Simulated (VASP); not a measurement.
# TaZn31S32 (a cell with a defect) in VASP: single point with PBEsol

Aim: the single point of TaZn31S32 (a cell with a defect) with PBEsol.

Program: VASP 6.6.1. These are calculated values, not measurements. Logs are shortened: lines on timing, memory, paths and dates and some standing lists are left out, and cuts for length are marked.

## (1) The cell of the first run

The cell holds a defect, 64 atoms: a = 10.713 Å, b = 10.713 Å, c = 10.713 Å, α = 90.00°, β = 90.00°, γ = 90.00°.

## (2) Single point, PBEsol

File INCAR:

```
SYSTEM = TaZn31S32
  PREC = Accurate
  ENCUT = 400
  EDIFF = 1E-6
  ISMEAR = -1
  SIGMA = 0.05
  LREAL = Auto
  LASPH = .True.
  NELM = 120
  ALGO = Normal
  ISIF = 2
  LWAVE = .False.
  LCHARG = .True.
  GGA = PS
  LELF = .True.
  LVHAR = .True.
  NELECT = 572.0
  ISYM = 0
  NBANDS = 326
  GGA_COMPAT = .False.
```

File KPOINTS:

```
Automatic mesh
0
Gamma
  1 1 1
  0.25 0.25 0.25
```

File POSCAR:

```
TaZn31S32
1.0
   10.7125360000      0.0000000000      0.0000000000
    0.0000000000     10.7125360000      0.0000000000
    0.0000000000      0.0000000000     10.7125360000
Zn Ta S
31 1 32
Direct
    0.0004160000      0.0001480000      0.0004680000
    0.0002520000      0.0000760000      0.5002030000
    0.0003180000      0.4998040000      0.0003820000
    0.0006740000      0.4999830000      0.5004680000
    0.5001640000      0.9999480000      0.0003650000
    0.5004480000      0.0003170000      0.5003660000
    0.5003630000      0.5000150000      0.0007150000
    0.2491320000      0.2488440000      0.0005840000
    0.2420660000      0.2417550000      0.4925420000
    0.2491320000      0.7514460000      0.0005280000
    0.2415550000      0.7591370000      0.5091270000
    0.7516460000      0.2489120000      0.0004930000
    0.7591700000      0.2415310000      0.5089220000
    0.7516670000      0.7514730000      0.0005710000
    0.7591730000      0.7588810000      0.4917900000
    0.2490950000      0.0003010000      0.2492320000
    0.2491300000      0.0001490000      0.7516700000
    0.2419140000      0.4920710000      0.2420060000
    0.2415490000      0.5088210000      0.7594890000
    0.7517050000      0.0001200000      0.2491580000
    0.7516470000      0.0003100000      0.7517930000
    0.7593690000      0.5087980000      0.2417080000
    0.7591380000      0.4914470000      0.7592150000
    0.0004920000      0.2487860000      0.2491980000
    0.0004200000      0.2487660000      0.7516770000
    0.0004570000      0.7513230000      0.2492000000
    0.0004830000      0.7514480000      0.7517980000
    0.4923810000      0.2414930000      0.2418950000
    0.5089580000      0.2412520000      0.7594040000
    0.5089580000      0.7589610000      0.2417100000
    0.4917090000      0.7586990000      0.7590760000
    0.4981480000      0.4977160000      0.4981310000
    0.1250360000      0.1247570000      0.1250970000
    0.1249790000      0.1246470000      0.6260120000
    0.1249730000      0.6256820000      0.1250010000
    0.1236510000      0.6247620000      0.6251000000
    0.6260120000      0.1246070000      0.1249440000
    0.6250100000      0.1234400000      0.6250380000
    0.6250230000      0.6247210000      0.1237260000
    0.6213530000      0.6210810000      0.6213640000
    0.3753540000      0.3750180000      0.1238530000
    0.3760530000      0.3758200000      0.6257250000
    0.3742660000      0.8750350000      0.1251590000
    0.3756470000      0.8765850000      0.6250820000
    0.8752930000      0.3740110000      0.1250840000
    0.8768440000      0.3753040000      0.6250990000
    0.8753820000      0.8750260000      0.1251990000
    0.8751610000      0.8749470000      0.6263620000
    0.3753680000      0.1235200000      0.3754370000
    0.3742810000      0.1246660000      0.8753990000
    0.3761450000      0.6253150000      0.3762300000
    0.3756070000      0.6247650000      0.8769900000
    0.8752390000      0.1247170000      0.3743600000
    0.8753510000      0.1248750000      0.8754340000
    0.8768990000      0.6247290000      0.3757240000
    0.8751750000      0.6259740000      0.8752740000
    0.1237700000      0.3749950000      0.3753920000
    0.1249960000      0.3739750000      0.8753190000
    0.1249890000      0.8750120000      0.3743560000
    0.1251630000      0.8750630000      0.8753990000
    0.6256890000      0.3757450000      0.3760290000
    0.6250080000      0.3753060000      0.8768930000
    0.6250540000      0.8765440000      0.3756250000
    0.6262280000      0.8748470000      0.8751560000
```

Potentials or basis: VASP PAW PBE potentials, release 64 (Zn, Ta_pv, S).

Run with:

```
$ cat potpaw_PBE.64/Zn/POTCAR potpaw_PBE.64/Ta_pv/POTCAR potpaw_PBE.64/S/POTCAR > POTCAR
$ mpirun -np 1 vasp_std > vasp.out
```

OUTCAR:

```text
SYSTEM = TaZn31S32
   PREC = Accurate
   ENCUT = 400
   EDIFF = 1E-6
   ISMEAR = -1
   LREAL = Auto
   LASPH = .True.
   NELM = 120
   ISIF = 2
   GGA = PS
   NELECT = 572.0
   ISYM = 0

 ion  position               nearest neighbor table
   1  0.000  0.000  0.000-  33 2.31  54 2.32  47 2.32  60 2.32
   2  0.000  0.000  0.500-  34 2.32  53 2.32  59 2.32  48 2.33
   3  0.000  0.500  0.000-  35 2.32  45 2.32  58 2.32  56 2.33
   4  0.001  0.500  0.500-  36 2.30  46 2.31  57 2.31  55 2.31
   5  0.500  1.000  0.000-  37 2.32  50 2.32  43 2.32  64 2.33
   6  0.500  0.000  0.500-  38 2.30  63 2.31  49 2.31  44 2.31
[... 56 lines left out ...]
  63  0.625  0.877  0.376-  30 2.28  15 2.28   6 2.31  20 2.33
  64  0.626  0.875  0.875-  31 2.27  14 2.31  21 2.31   5 2.33

IMPORTANT INFORMATION: All symmetrisations will be switched off!
NOSYMM: (Re-)initialisation of all symmetry stuff for point group C_1.

----------------------------------------------------------------------------------------

                                     Primitive cell

  volume of cell :    1229.3538

  direct lattice vectors                    reciprocal lattice vectors
    10.712536000  0.000000000  0.000000000     0.093348578  0.000000000  0.000000000
     0.000000000 10.712536000  0.000000000     0.000000000  0.093348578  0.000000000
     0.000000000  0.000000000 10.712536000     0.000000000  0.000000000  0.093348578

  length of vectors
    10.712536000 10.712536000 10.712536000     0.093348578  0.093348578  0.093348578

  position of ions in fractional coordinates (direct lattice)
     0.000416000  0.000148000  0.000468000
     0.000252000  0.000076000  0.500203000
     0.000318000  0.499804000  0.000382000
     0.000674000  0.499983000  0.500468000
     0.500164000  0.999948000  0.000365000
     0.500448000  0.000317000  0.500366000
[... 56 lines left out ...]
     0.625054000  0.876544000  0.375625000
     0.626228000  0.874847000  0.875156000

  ion indices of the primitive-cell ions
   primitive index   ion index
                 1           1
                 2           2
                 3           3
                 4           4
                 5           5
                 6           6
[... 56 lines left out ...]
                63          63
                64          64

----------------------------------------------------------------------------------------

 KPOINTS: Automatic mesh

Automatic generation of k-mesh.
 Grid dimensions read from file:
 generate k-points for:    1    1    1

 Generating k-lattice:

  Cartesian coordinates                     Fractional coordinates (reciprocal lattice)
     0.093348578  0.000000000  0.000000000     1.000000000  0.000000000  0.000000000
     0.000000000  0.093348578  0.000000000     0.000000000  1.000000000  0.000000000
     0.000000000  0.000000000  0.093348578     0.000000000  0.000000000  1.000000000

  Length of vectors
     0.093348578  0.093348578  0.093348578

  Shift w.r.t. Gamma in fractional coordinates (k-lattice)
     0.250000000  0.250000000  0.250000000

 Subroutine IBZKPT returns following result:
 ===========================================

 Found      4 irreducible k-points:

 Following reciprocal coordinates:
            Coordinates               Weight
  0.250000  0.250000  0.250000      2.000000
 -0.250000  0.250000  0.250000      2.000000
 -0.250000 -0.250000  0.250000      2.000000
  0.250000 -0.250000  0.250000      2.000000
   k-points           NKPTS =      4   k-points in BZ     NKDIM =      4   number of bands    NBANDS=    326
   number of dos      NEDOS =    301   number of ions     NIONS =     64
   total plane-waves  NPLWV = 343000
   dimension x,y,z NGX =    70 NGY =   70 NGZ =   70
   dimension x,y,z NGXF=   140 NGYF=  140 NGZF=  140
   ions per type =              31   1  32
   NGX,Y,Z   is equivalent  to a cutoff of  10.86, 10.86, 10.86 a.u.
   NGXF,Y,Z  is equivalent  to a cutoff of  21.73, 21.73, 21.73 a.u.
 SYSTEM =  TaZn31S32
   PREC   = accura    normal or accurate (medium, high low for compatibility)
   ISTART =      0    job   : 0-new  1-cont  2-samecut
   ICHARG =      2    charge: 1-file 2-atom 10-const
   ISPIN  =      1    spin polarized calculation?
   LNONCOLLINEAR =      F non collinear calculations
   LSORBIT =      F    spin-orbit coupling
   LASPH  =      T    aspherical Exc in radial PAW
   ENCUT  =  400.0 eV  29.40 Ry    5.42 a.u.  17.47 17.47 17.47*2*pi/ulx,y,z
   NELM   =    120;   NELMIN=  2; NELMDL= -5     # of ELM steps
   EDIFF  = 0.1E-05   stopping-criterion for ELM
   LREAL  =      T    real-space projection
   EDIFFG = 0.1E-04   stopping-criterion for IOM
   NSW    =      0    number of steps for IOM
   IBRION =     -1    ionic relax: 0-MD 1-quasi-New 2-CG
   NFREE  =      0    steps in history (QN), initial steepest desc. (CG)
   ISIF   =      2    stress and relaxation
   ISYM   =      0    0-nonsym 1-usesym 2-fastsym
   POTIM  = 0.5000    time-step for ionic-motion
   TEBEG  =    0.0;   TEEND  =   0.0 temperature during run
   PSTRESS=    0.0 pullay stress
   NELECT =     572.0000    total number of electrons
   NUPDOWN=      -1.0000    fix difference up-down
   EMIN   =  10.00;   EMAX   =-10.00  energy-range for DOS
   EFERMI =   0.00;   METHOD = LEGACY
   ISMEAR =    -1;   SIGMA  =   0.05  broadening in eV -4-tet -1-fermi 0-gaus
   EFERMI_NEDOS =   21; number of points for ismear=-14 and -15
   IALGO  =     38    algorithm
   IMIX   =      4    mixing-type and parameters
     AMIX     =   0.40;   BMIX     =  1.00
     AMIX_MAG =   1.60;   BMIX_MAG =  1.00
  volume/ion in A,a.u.               =      19.21       129.63
  Fermi-wavevector in a.u.,A,eV,Ry     =   1.268570  2.397250 21.895457  1.609271
  Thomas-Fermi vector in A             =   2.401658
   LORBIT       =      0    0 simple, 1 ext, 2 COOP (PROOUT), +10 PAW based schemes
   GGA     = PS    functional components
   LHFCALC =     F    Hartree Fock is set to
   AEXX    =    0.0000 exact exchange contribution
   IVDW    =     0    specifies the selected vdW correction
   LEPSILON=     F    determine dielectric tensor
   LRPA    =     F    only Hartree local field effects (RPA)
 non-spin polarized calculation
  energy-cutoff  :      400.00
  volume of cell :     1229.35
 maximum number of plane-waves:     22331
 NGX is ok and might be reduce to    70
   NGX = 35   NGY = 35   NGZ = 35

 number of electron     572.0000122 magnetization

 Free energy of the ion-electron system (eV)
  ---------------------------------------------------
  ext. energy  EPLUGINS =         0.00000000
  ---------------------------------------------------
  free energy    TOTEN  =      -262.05915536 eV

  energy without entropy =     -262.05914703  energy(sigma->0) =     -262.05915119

 E-fermi :   2.7818     XC(G=0):  -9.9630

 val. band max:        2.1108766461   @ k =  -0.2500  -0.2500   0.2500
 cond. band min:       3.4518723030   @ k =   0.2500  -0.2500   0.2500
 fundamental gap:      1.3409956570
 Fermi energy:         2.7817911600

 k-point     1 :       0.2500    0.2500    0.2500
  band No.  band energies     occupation
      1     -33.0596      2.00000
      2     -33.0464      2.00000
      3     -33.0461      2.00000
      4     -11.0442      2.00000
      5     -10.7213      2.00000
      6     -10.6507      2.00000
[... 290 lines left out ...]
    297       6.3313      0.00000
    298       6.3316      0.00000

 k-point     2 :      -0.2500    0.2500    0.2500
  band No.  band energies     occupation
      1     -33.0596      2.00000
      2     -33.0464      2.00000
      3     -33.0461      2.00000
      4     -11.0438      2.00000
      5     -10.7316      2.00000
      6     -10.6499      2.00000
[... 290 lines left out ...]
    297       6.3232      0.00000
    298       6.3324      0.00000

 k-point     3 :      -0.2500   -0.2500    0.2500
  band No.  band energies     occupation
      1     -33.0596      2.00000
      2     -33.0464      2.00000
      3     -33.0461      2.00000
      4     -11.0438      2.00000
      5     -10.7313      2.00000
      6     -10.6503      2.00000
[... 290 lines left out ...]
    297       6.3235      0.00000
    298       6.3324      0.00000

 k-point     4 :       0.2500   -0.2500    0.2500
  band No.  band energies     occupation
      1     -33.0596      2.00000
      2     -33.0464      2.00000
      3     -33.0461      2.00000
      4     -11.0438      2.00000
      5     -10.7310      2.00000
      6     -10.6505      2.00000
[... 290 lines left out ...]
    297       6.3233      0.00000
    298       6.3326      0.00000
 [bands above 298 left out]

------------------------ aborting loop because EDIFF is reached ----------------------------------------

  FORCE on cell =-STRESS in cart. coord.  units (eV):
  Direction    XX          YY          ZZ          XY          YZ          ZX
  --------------------------------------------------------------------------------------
  -------------------------------------------------------------------------------------
  Total      -19.6945656    -19.6873482    -19.6939038      0.3745568      0.3607427      0.3699846
  in kB      -25.6672951    -25.6578890    -25.6664326      0.4881479      0.4701444      0.4821891
  external PRESSURE =     -25.6638723 kB  Pullay stress =       0.0000000 kB

 VOLUME and BASIS-vectors are now :
 -----------------------------------------------------------------------------
  energy-cutoff  :      400.00
  volume of cell :     1229.35
      direct lattice vectors                 reciprocal lattice vectors
    10.712536000  0.000000000  0.000000000     0.093348578  0.000000000  0.000000000
     0.000000000 10.712536000  0.000000000     0.000000000  0.093348578  0.000000000
     0.000000000  0.000000000 10.712536000     0.000000000  0.000000000  0.093348578

 POSITION                                       TOTAL-FORCE (eV/Angst)
 -----------------------------------------------------------------------------------
      0.00446      0.00159      0.00501        -0.017561     -0.019517     -0.018489
      0.00270      0.00081      5.35844        -0.017645     -0.021705      0.000280
      0.00341      5.35417      0.00409        -0.019763      0.003599     -0.021386
      0.00722      5.35609      5.36128        -0.017107     -0.011352     -0.017588
      5.35802     10.71198      0.00391        -0.000748     -0.020445     -0.020477
      5.36107      0.00340      5.36019        -0.018828     -0.014009     -0.014063
[... 56 lines left out ...]
      6.69591      9.39001      4.02390         0.006212      0.016324      0.007375
      6.70849      9.37183      9.37514         0.004540      0.011023      0.012616
 -----------------------------------------------------------------------------------
    total drift:                               -0.007090      0.002607     -0.008803

  FREE ENERGIE OF THE ION-ELECTRON SYSTEM (eV)
  ---------------------------------------------------
  free  energy   TOTEN  =      -262.0591553608 eV

  energy  without entropy=     -262.0591470285  energy(sigma->0) =     -262.05915119
```

Wall time 66 min (1 thread of Intel Xeon 8259CL, shared host); peak memory 1.1 GiB.

Results:

- Free energy: -262.0592 eV
- Largest force: 0.100 eV/Å

Forces on the atoms (eV/Å):
```
Zn  -0.018 -0.020 -0.018
Zn  -0.018 -0.022  0.000
Zn  -0.020  0.004 -0.021
Zn  -0.017 -0.011 -0.018
Zn  -0.001 -0.020 -0.020
Zn  -0.019 -0.014 -0.014
Zn  -0.016 -0.013 -0.018
Zn  -0.015 -0.014 -0.018
Zn  -0.012 -0.011 -0.007
Zn  -0.018 -0.016 -0.017
Zn  -0.018 -0.013 -0.005
Zn  -0.014 -0.020 -0.018
Zn  -0.006 -0.026 -0.002
Zn  -0.013 -0.016 -0.015
Zn  -0.023 -0.022 -0.005
Zn  -0.013 -0.018 -0.012
Zn  -0.018 -0.019 -0.012
Zn  -0.007 -0.005 -0.008
Zn  -0.019 -0.006 -0.011
Zn  -0.017 -0.018 -0.019
Zn  -0.012 -0.015 -0.015
Zn  -0.010 -0.008 -0.023
Zn  -0.022 -0.005 -0.024
Zn  -0.017 -0.013 -0.015
Zn  -0.017 -0.016 -0.015
Zn  -0.017 -0.014 -0.018
Zn  -0.014 -0.014 -0.014
Zn  -0.006 -0.005 -0.006
Zn  -0.005 -0.018 -0.010
Zn  -0.003 -0.009 -0.021
Zn  -0.003 -0.020 -0.019
Ta   0.055  0.057  0.058
S    0.015  0.016  0.015
S    0.013  0.015  0.020
S    0.013  0.021  0.013
S    0.019  0.015  0.015
S    0.024  0.012  0.013
S    0.017  0.019  0.016
S    0.015  0.017  0.020
S    0.059  0.056  0.058
S    0.022  0.023  0.018
S   -0.009 -0.009 -0.064
S    0.008  0.020  0.020
S    0.008  0.018  0.004
S    0.021  0.006  0.024
S    0.017  0.007  0.006
S    0.015  0.015  0.012
S    0.011  0.011  0.006
S    0.022  0.014  0.023
S    0.005  0.023  0.020
S   -0.015 -0.066 -0.013
S    0.008  0.004  0.017
S    0.020  0.026  0.007
S    0.013  0.012  0.015
S    0.019  0.006  0.009
S    0.012  0.006  0.012
S    0.019  0.024  0.025
S    0.021  0.005  0.023
S    0.020  0.023  0.006
S    0.012  0.017  0.015
S   -0.070 -0.009 -0.011
S    0.005  0.008  0.017
S    0.006  0.016  0.007
S    0.005  0.011  0.013
```

Levels at points of the mesh, in eV from the Fermi level:
| k point | band 284 | band 285 | band 286 | band 287 | band 288 | band 289 |
| --- | --- | --- | --- | --- | --- | --- |
| (0.25, 0.25, 0.25) | -0.96 | -0.67 | -0.67 | 0.68 | 0.68 | 1.64 |

Caveat: the cell carries a net charge on a neutralising background, which shifts energy and pressure; the cell is charged against a uniform background, so pressure and absolute levels hang on convention; the PAW data sets were made with another functional, which shifts forces and pressure a little; spin-orbit coupling is left out, which moves the levels of the heavy elements.
